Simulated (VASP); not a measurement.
Set up this calculation in VASP 6.6.1, as the native input.

```
Task                   : single point
Functional             : PBE
Potentials or basis    : VASP PAW PBE potentials, release 64 (Zn, Cd, Se, S)
Cutoff                 : 520 eV
k mesh                 : 4 × 4 × 2
Occupations            : gaussian, width 0.1 eV
Spin                   : no spin polarisation
Dipole correction      : no
Further INCAR settings : ALGO = Normal; EDIFF = 1e-07; NBANDS = 66
```

The structure of ZnCd2Se2S lies in POSCAR:

```
ZnCd2Se2S
1.0
    4.2024713364      0.1554960431     -0.2378041498
   -0.2141126091      7.2280943823      0.5773762466
   -1.4732376932      0.3182481197     10.5235793239
Zn Cd Se S
2 4 4 2
Direct
    0.2707031473      1.1322553557      0.4561818434
    0.7711089178      0.6322614348      0.4570343011
    0.9394516093     -0.0910350555      0.7958408911
    0.4386458718      0.4089863060      0.7962147057
    0.1018020244      0.5206743187      0.1253201039
    0.6026591157      0.0209494673      0.1247642446
    0.8892156122      0.5910166072      0.6966226599
    0.3895449088      0.0917499548      0.6959218682
    0.7355670887      0.9776107606      0.3832085459
    0.2360329751      0.4787896136      0.3836245427
    0.0629081208      0.8682087288      0.0423902086
    0.5623606081      0.3685325078      0.0428760850
```

The input as run:

INCAR

```
SYSTEM = ZnCd2Se2S
PREC = Accurate ; ENCUT = 520
EDIFF = 1E-7 ; ISMEAR = 0
SIGMA = 0.1 ; LREAL = .False.
LASPH = .True. ; NELM = 100
ALGO = Normal ; ISIF = 2
LWAVE = .False. ; LCHARG = .False.
GGA = PE ; NBANDS = 66
```

KPOINTS

```
regular mesh
0
Gamma
  4 4 2
  0 0 0
```

Potentials or basis: VASP PAW PBE potentials, release 64 (Zn, Cd, Se, S).

Launch:

```bash
$ cat potpaw_PBE.64/Zn/POTCAR potpaw_PBE.64/Cd/POTCAR potpaw_PBE.64/Se/POTCAR potpaw_PBE.64/S/POTCAR > POTCAR
$ mpirun -np 1 vasp_std > vasp.out
```

Results of the run:

```
Pressure               : 0.3 GPa
Largest force          : 0.048 eV/Å
Band gap on the k mesh : 0.66 eV
```

Wall time 10 min on 1 thread of Intel Xeon 8259CL, with other jobs on the host, peak memory 0.58 GiB.
